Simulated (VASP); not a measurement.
# Pb (Pm-3m) in VASP: notebook

Runs on Pb. Level: LDA. Tasks: relaxation of cell and atoms.

All numbers are computed with VASP 6.6.1; they aren't measurements. Logs are shortened: lines on timing, memory, paths and dates and some standing lists are left out, and cuts for length are marked.

## 1. The cell of the first run

It takes space group Pm-3m (No. 221, cubic). Conventional cell: a = 2.782 Å, b = 2.782 Å, c = 2.782 Å, α = 90.00°, β = 90.00°, γ = 90.00°. Within 3.7 Å of Pb (site symmetry m-3m) lie 6 Pb at 2.78 Å.

This isn't the form of Pb at room conditions, which is fcc.

## 2. Relaxation of cell and atoms, LDA, target pressure 41 GPa, at which the enthalpy is minimised

The input, INCAR:

```
SYSTEM = Pb
PREC = Accurate
ENCUT = 600
EDIFF = 1E-6
ISMEAR = -1
SIGMA = 0.1
LREAL = .FALSE.
LASPH = .TRUE.
NELM = 60
ALGO = Normal
ISIF = 3
LWAVE = .FALSE.
LCHARG = .FALSE.
GGA = CA
IBRION = 2
NSW = 60
EDIFFG = -0.005
PSTRESS = 410.0
```

The input, KPOINTS:

```
Automatic mesh
0
G
  14 14 14
  0 0 0
```

The input, POSCAR:

```
Pb
1.0
    2.7815189230      0.0000000000      0.0000000000
    0.0000000000      2.7815189230      0.0000000000
    0.0000000000      0.0000000000      2.7815189230
Pb
1
Direct
    0.0000000000      0.0000000000      0.0000000000
```

Potentials or basis: VASP PAW LDA potentials, release 64 (Pb_d).

Launch:

```console
$ cat potpaw_LDA.64/Pb_d/POTCAR > POTCAR
$ mpirun -np 1 vasp_std > vasp.out
```

OUTCAR:

```text
SYSTEM = Pb
   PREC = Accurate
   ENCUT = 600
   EDIFF = 1E-6
   ISMEAR = -1
   LREAL = .FALSE.
   LASPH = .TRUE.
   NELM = 60
   ISIF = 3
   GGA = CA
   IBRION = 2
   NSW = 60
   EDIFFG = -0.005
   PSTRESS = 410.0

 ion  position               nearest neighbor table
   1  0.000  0.000  0.000-

  LATTYP: Found a simple cubic cell.
 ALAT       =     2.7815189230

  Lattice vectors:

 A1 = (   2.7815189230,   0.0000000000,   0.0000000000)
 A2 = (   0.0000000000,   2.7815189230,   0.0000000000)
 A3 = (   0.0000000000,   0.0000000000,   2.7815189230)

Analysis of symmetry for initial positions (statically):
=====================================================================
 Subroutine PRICEL returns:
 Original cell was already a primitive cell.

 Routine SETGRP: Setting up the symmetry group for a
 simple cubic supercell.

 Subroutine GETGRP returns: Found 48 space group operations
 (whereof 48 operations were pure point group operations)
 out of a pool of 48 trial point group operations.

The static configuration has the point symmetry O_h .

Analysis of symmetry for dynamics (positions and initial velocities):
=====================================================================
 Subroutine PRICEL returns:
 Original cell was already a primitive cell.

 Routine SETGRP: Setting up the symmetry group for a
 simple cubic supercell.

 Subroutine GETGRP returns: Found 48 space group operations
 (whereof 48 operations were pure point group operations)
 out of a pool of 48 trial point group operations.

The dynamic configuration has the point symmetry O_h .

 Subroutine INISYM returns: Found 48 space group operations
 (whereof 48 operations are pure point group operations),
 and found     1 'primitive' translations

----------------------------------------------------------------------------------------

                                     Primitive cell

  volume of cell :      21.5202

  direct lattice vectors                    reciprocal lattice vectors
     2.781518923  0.000000000  0.000000000     0.359515800  0.000000000  0.000000000
     0.000000000  2.781518923  0.000000000     0.000000000  0.359515800  0.000000000
     0.000000000  0.000000000  2.781518923     0.000000000  0.000000000  0.359515800

  length of vectors
     2.781518923  2.781518923  2.781518923     0.359515800  0.359515800  0.359515800

  position of ions in fractional coordinates (direct lattice)
     0.000000000  0.000000000  0.000000000

  ion indices of the primitive-cell ions
   primitive index   ion index
                 1           1

----------------------------------------------------------------------------------------

 KPOINTS: Automatic mesh

Automatic generation of k-mesh.
 Grid dimensions read from file:
 generate k-points for:   14   14   14

 Generating k-lattice:

  Cartesian coordinates                     Fractional coordinates (reciprocal lattice)
     0.025679700  0.000000000  0.000000000     0.071428571  0.000000000  0.000000000
     0.000000000  0.025679700  0.000000000     0.000000000  0.071428571  0.000000000
     0.000000000  0.000000000  0.025679700     0.000000000  0.000000000  0.071428571

  Length of vectors
     0.025679700  0.025679700  0.025679700

  Shift w.r.t. Gamma in fractional coordinates (k-lattice)
     0.000000000  0.000000000  0.000000000

 Subroutine IBZKPT returns following result:
 ===========================================

 Found    120 irreducible k-points:

 Following reciprocal coordinates:
            Coordinates               Weight
  0.000000  0.000000  0.000000      1.000000
  0.071429  0.000000  0.000000      6.000000
  0.142857  0.000000  0.000000      6.000000
  0.214286  0.000000  0.000000      6.000000
  0.285714  0.000000  0.000000      6.000000
  0.357143  0.000000  0.000000      6.000000
[... 16 lines left out ...]
  0.285714  0.214286  0.000000     24.000000
  0.357143  0.214286  0.000000     24.000000
 [... further k-points ...]
   k-points           NKPTS =    120   k-points in BZ     NKDIM =    120   number of bands    NBANDS=     11
   number of dos      NEDOS =    301   number of ions     NIONS =      1
   total plane-waves  NPLWV =  13824
   dimension x,y,z NGX =    24 NGY =   24 NGZ =   24
   dimension x,y,z NGXF=    48 NGYF=   48 NGZF=   48
   ions per type =               1
   NGX,Y,Z   is equivalent  to a cutoff of  14.34, 14.34, 14.34 a.u.
   NGXF,Y,Z  is equivalent  to a cutoff of  28.69, 28.69, 28.69 a.u.
 SYSTEM =  Pb
   PREC   = accura    normal or accurate (medium, high low for compatibility)
   ISTART =      0    job   : 0-new  1-cont  2-samecut
   ICHARG =      2    charge: 1-file 2-atom 10-const
   ISPIN  =      1    spin polarized calculation?
   LNONCOLLINEAR =      F non collinear calculations
   LSORBIT =      F    spin-orbit coupling
   LASPH  =      T    aspherical Exc in radial PAW
   ENCUT  =  600.0 eV  44.10 Ry    6.64 a.u.   5.56  5.56  5.56*2*pi/ulx,y,z
   NELM   =     60;   NELMIN=  2; NELMDL= -5     # of ELM steps
   EDIFF  = 0.1E-05   stopping-criterion for ELM
   LREAL  =      F    real-space projection
   EDIFFG = -.5E-02   stopping-criterion for IOM
   NSW    =     60    number of steps for IOM
   IBRION =      2    ionic relax: 0-MD 1-quasi-New 2-CG
   NFREE  =      1    steps in history (QN), initial steepest desc. (CG)
   ISIF   =      3    stress and relaxation
   ISYM   =      2    0-nonsym 1-usesym 2-fastsym
   POTIM  = 0.5000    time-step for ionic-motion
   TEBEG  =    0.0;   TEEND  =   0.0 temperature during run
   PSTRESS=  410.0 pullay stress
   NELECT =      14.0000    total number of electrons
   NUPDOWN=      -1.0000    fix difference up-down
   EMIN   =  10.00;   EMAX   =-10.00  energy-range for DOS
   EFERMI =   0.00;   METHOD = LEGACY
   ISMEAR =    -1;   SIGMA  =   0.10  broadening in eV -4-tet -1-fermi 0-gaus
   EFERMI_NEDOS =   21; number of points for ismear=-14 and -15
   IALGO  =     38    algorithm
   IMIX   =      4    mixing-type and parameters
     AMIX     =   0.40;   BMIX     =  1.00
     AMIX_MAG =   1.60;   BMIX_MAG =  1.00
  volume/ion in A,a.u.               =      21.52       145.23
  Fermi-wavevector in a.u.,A,eV,Ry     =   1.418520  2.680614 27.377633  2.012199
  Thomas-Fermi vector in A             =   2.539637
   LORBIT       =      0    0 simple, 1 ext, 2 COOP (PROOUT), +10 PAW based schemes
   GGA     = CA    functional components
   LHFCALC =     F    Hartree Fock is set to
   AEXX    =    0.0000 exact exchange contribution
   IVDW    =     0    specifies the selected vdW correction
   LEPSILON=     F    determine dielectric tensor
   LRPA    =     F    only Hartree local field effects (RPA)
 conjugate gradient relaxation of ions
 non-spin polarized calculation
  energy-cutoff  :      600.00
  volume of cell :       21.52
 maximum number of plane-waves:       739
 NGX is ok and might be reduce to    24
   NGX = 11   NGY = 11   NGZ = 11

--------------------------------------- Ionic step        1  -------------------------------------------

 number of electron      13.9999999 magnetization

 Free energy of the ion-electron system (eV)
  ---------------------------------------------------
  ext. energy  EPLUGINS =         0.00000000
  ---------------------------------------------------
  free energy    TOTEN  =        -3.15080595 eV

  energy without entropy =       -3.13851450  energy(sigma->0) =       -3.14466022

------------------------ aborting loop because EDIFF is reached ----------------------------------------

  FORCE on cell =-STRESS in cart. coord.  units (eV):
  Direction    XX          YY          ZZ          XY          YZ          ZX
  --------------------------------------------------------------------------------------
  -------------------------------------------------------------------------------------
  Total        6.0113368      6.0113368      6.0113368      0.0000000     -0.0000000     -0.0000000
  in kB      447.5438429    447.5438429    447.5438429      0.0000000     -0.0000000     -0.0000000
  external PRESSURE =      37.5438429 kB  Pullay stress =     410.0000000 kB

 VOLUME and BASIS-vectors are now :
 -----------------------------------------------------------------------------
  energy-cutoff  :      600.00
  volume of cell :       21.52
      direct lattice vectors                 reciprocal lattice vectors
     2.781518923  0.000000000  0.000000000     0.359515800  0.000000000  0.000000000
     0.000000000  2.781518923  0.000000000     0.000000000  0.359515800  0.000000000
     0.000000000  0.000000000  2.781518923     0.000000000  0.000000000  0.359515800
[... 81 lines left out ...]
  FREE ENERGIE OF THE ION-ELECTRON SYSTEM (eV)
  ---------------------------------------------------
  free  energy   TOTEN  =        -3.2494847699 eV

  energy  without entropy=       -3.2369433611  energy(sigma->0) =       -3.24321407

  enthalpy is  TOTEN    =         2.3520829062 eV   P V=        5.6015676761

--------------------------------------- Ionic step        4  -------------------------------------------

 number of electron      13.9999997 magnetization

 Free energy of the ion-electron system (eV)
  ---------------------------------------------------
  ext. energy  EPLUGINS =         0.00000000
  ---------------------------------------------------
  free energy    TOTEN  =        -3.24757651 eV

  energy without entropy =       -3.23504016  energy(sigma->0) =       -3.24130834

 E-fermi :  11.3495     XC(G=0): -12.0070

 val. band max:       11.2998950222   @ k =   0.5000   0.3571   0.0714
 cond. band min:      11.3511687856   @ k =   0.4286   0.3571   0.1429
 fundamental gap:      0.0512737634
 Fermi energy:        11.3494668066

 k-point     1 :       0.0000    0.0000    0.0000
  band No.  band energies     occupation
      1      -7.3506      2.00000
      2      -7.3506      2.00000
      3      -5.5491      2.00000
      4      -5.5491      2.00000
      5      -5.5491      2.00000
      6      -3.4755      2.00000
      7      17.6289      0.00000
      8      17.6289      0.00000
      9      17.6289      0.00000
     10      22.3993      0.00000
     11      23.3746      0.00000

 k-point     2 :       0.0714    0.0000    0.0000
  band No.  band energies     occupation
      1      -7.3447      2.00000
      2      -7.2937      2.00000
      3      -5.5760      2.00000
      4      -5.5760      2.00000
      5      -5.5469      2.00000
      6      -3.3642      2.00000
      7      16.4511      0.00000
      8      17.7734      0.00000
      9      17.7734      0.00000
     10      22.7261      0.00000
     11      23.3340      0.00000
[... 295 lines left out ...]
 k-point    24 :       0.3571    0.2143    0.0000
  band No.  band energies     occupation
      1      -7.0017      2.00000
      2      -6.2958      2.00000
      3      -6.1341      2.00000
      4      -5.9477      2.00000
      5      -5.7104      2.00000
      6       0.4256      2.00000
      7       8.4527      2.00000
      8      14.5581      0.00000
      9      20.9846      0.00000
     10      21.9764      0.00000
     11      23.5894      0.00000

 [... further k-points ...]

------------------------ aborting loop because EDIFF is reached ----------------------------------------

  FORCE on cell =-STRESS in cart. coord.  units (eV):
  Direction    XX          YY          ZZ          XY          YZ          ZX
  --------------------------------------------------------------------------------------
  -------------------------------------------------------------------------------------
  Total        5.5951326      5.5951326      5.5951326      0.0000000      0.0000000      0.0000000
  in kB      409.6687196    409.6687196    409.6687196      0.0000000      0.0000000      0.0000000
  external PRESSURE =      -0.3312804 kB  Pullay stress =     410.0000000 kB

 VOLUME and BASIS-vectors are now :
 -----------------------------------------------------------------------------
  energy-cutoff  :      600.00
  volume of cell :       21.88
      direct lattice vectors                 reciprocal lattice vectors
     2.797023103  0.000000000 -0.000000000     0.357522967 -0.000000000 -0.000000000
     0.000000000  2.797023103  0.000000000     0.000000000  0.357522967  0.000000000
     0.000000000 -0.000000000  2.797023103     0.000000000 -0.000000000  0.357522967

 POSITION                                       TOTAL-FORCE (eV/Angst)
 -----------------------------------------------------------------------------------
      0.00000      0.00000      0.00000         0.000000     -0.000000      0.000000
 -----------------------------------------------------------------------------------
    total drift:                                0.000000      0.000000      0.000000

  FREE ENERGIE OF THE ION-ELECTRON SYSTEM (eV)
  ---------------------------------------------------
  free  energy   TOTEN  =        -3.2475765121 eV

  energy  without entropy=       -3.2350401592  energy(sigma->0) =       -3.24130834

  enthalpy is  TOTEN    =         2.3520806122 eV   P V=        5.5996571243

 reached required accuracy - stopping structural energy minimisation
```

It took 68 s on 1 thread of Intel Xeon 8259CL, shared host; peak memory 0.16 GiB.

What came out:

- Free energy: -3.2476 eV
- Relaxed volume: 21.88 Å³/atom
- Relaxed cell: a = 2.797 Å, b = 2.797 Å, c = 2.797 Å, α = 90.00°, β = 90.00°, γ = 90.00°
- Space group after relaxing (to 0.1 Å): Pm-3m (No. 221)
- Energy change on relaxing (the run minimises the enthalpy): -96.8 meV/atom
- Ionic steps: 4
- Pressure after relaxing: 41.0 GPa
- Band gap on the k mesh: zero (bands 7 and 8 overlap by 9.59 eV)

The path:
| step | energy change (eV) | largest force (eV/Å) | pressure (GPa) | volume (Å³) |
| --- | --- | --- | --- | --- |
| 1 | 0.0000 | 0.0000 | 44.75 | 21.52 |
| 2 | -0.3715 | 0.0000 | 30.10 | 23.13 |
| 3 | -0.0987 | 0.0000 | 40.92 | 21.89 |
| 4 | -0.0968 | 0.0000 | 40.97 | 21.88 |

Final structure:
```xyz
1
Lattice="2.7970 0.0000 0.0000 0.0000 2.7970 0.0000 0.0000 0.0000 2.7970" Properties=species:S:1:pos:R:3 pbc="T T T"
Pb    0.0000    0.0000    0.0000
```

Levels at points of the mesh, in eV from the Fermi level:
```
           k point  band 5  band 6  band 7  band 8  band 9  band 10
(0.00, 0.00, 0.00)  -16.90  -14.82    6.28    6.28    6.28    11.05
(0.50, 0.00, 0.00)  -16.85   -9.89   -6.67   10.31   10.31    11.06
(0.50, 0.50, 0.00)  -16.38   -5.51   -3.31   -3.31    3.37    14.09
(0.50, 0.50, 0.50)  -16.34   -0.67    0.08    0.08    0.08     5.70
```

Caveat: the cell is relaxed towards a set pressure, so the run minimises the enthalpy, not the energy; spin-orbit coupling is left out, which moves the levels of the heavy elements.

## 3. Relaxation of cell and atoms, LDA, target pressure 41 GPa, at which the enthalpy is minimised

This run uses another cell than the first one, of 21.83 Å³/atom.

The input, INCAR:

```
SYSTEM = Pb
PREC = Accurate ; ENCUT = 600
EDIFF = 1E-6 ; ISMEAR = -1
SIGMA = 0.1 ; LREAL = .False.
LASPH = .True. ; NELM = 60
ALGO = Normal ; ISIF = 3
LWAVE = .False. ; LCHARG = .False.
IBRION = 2 ; NSW = 32
EDIFFG = -0.005 ; PSTRESS = 410.0
```

The input, KPOINTS:

```
regular mesh
0
Gamma
  14 14 14
  0 0 0
```

The input, POSCAR:

```
Pb
1.0
    2.7947613129      0.0000000000      0.0000000000
    0.0000000000      2.7947613129      0.0000000000
    0.0000000000      0.0000000000      2.7947613129
Pb
1
Direct
    0.0000000000      0.0000000000      0.0000000000
```

Potentials or basis: VASP PAW LDA potentials, release 64 (Pb_d).

Launch:

```console
$ cat potpaw_LDA.64/Pb_d/POTCAR > POTCAR
$ mpirun -np 1 vasp_std > vasp.out
```

Wall time 54 s (1 thread of Intel Xeon 8259CL, shared host); peak memory 0.16 GiB.

It converged, with:

* Free energy: -3.2476 eV
* Relaxed volume: 21.88 Å³/atom
* Relaxed cell: a = 2.797 Å, b = 2.797 Å, c = 2.797 Å, α = 90.00°, β = 90.00°, γ = 90.00°
* Space group after relaxing (to 0.1 Å): Pm-3m (No. 221)
* Energy change on relaxing (the run minimises the enthalpy): -13.7 meV/atom
* Ionic steps: 3
* Pressure after relaxing: 41.0 GPa
* Band gap on the k mesh: zero (bands 7 and 8 overlap by 9.59 eV)

Step by step:
```csv
step,energy change (eV),largest force (eV/Å),pressure (GPa),volume (Å³)
1,0.0000,0.0000,41.53,21.83
2,-0.0578,0.0000,39.26,22.06
3,-0.0137,0.0000,40.99,21.88
```

Final structure:
```
Pb
1.0
     2.79702    0.00000    0.00000
     0.00000    2.79702    0.00000
     0.00000    0.00000    2.79702
Pb
1
Direct
  0.00000 0.00000 0.00000
```

Levels at points of the mesh, in eV from the Fermi level:
```
           k point  band 3  band 4  band 5  band 6  band 7  band 8  band 9  band 10  band 11
(0.00, 0.00, 0.00)  -16.90  -16.90  -16.90  -14.83    6.28    6.28    6.28    11.05    12.02
(0.50, 0.00, 0.00)  -17.42  -17.42  -16.85   -9.89   -6.67   10.31   10.31    11.06    11.92
(0.50, 0.50, 0.00)  -17.35  -17.35  -16.38   -5.51   -3.31   -3.31    3.37    14.09    14.09
(0.50, 0.50, 0.50)  -18.09  -16.35  -16.35   -0.67    0.08    0.08    0.08     5.70     7.55
```

Caveat: the cell is relaxed towards a set pressure, so the run minimises the enthalpy, not the energy; spin-orbit coupling is left out, which moves the levels of the heavy elements.

The gap in the log of VASP goes by the Fermi energy; the results here count the filled bands.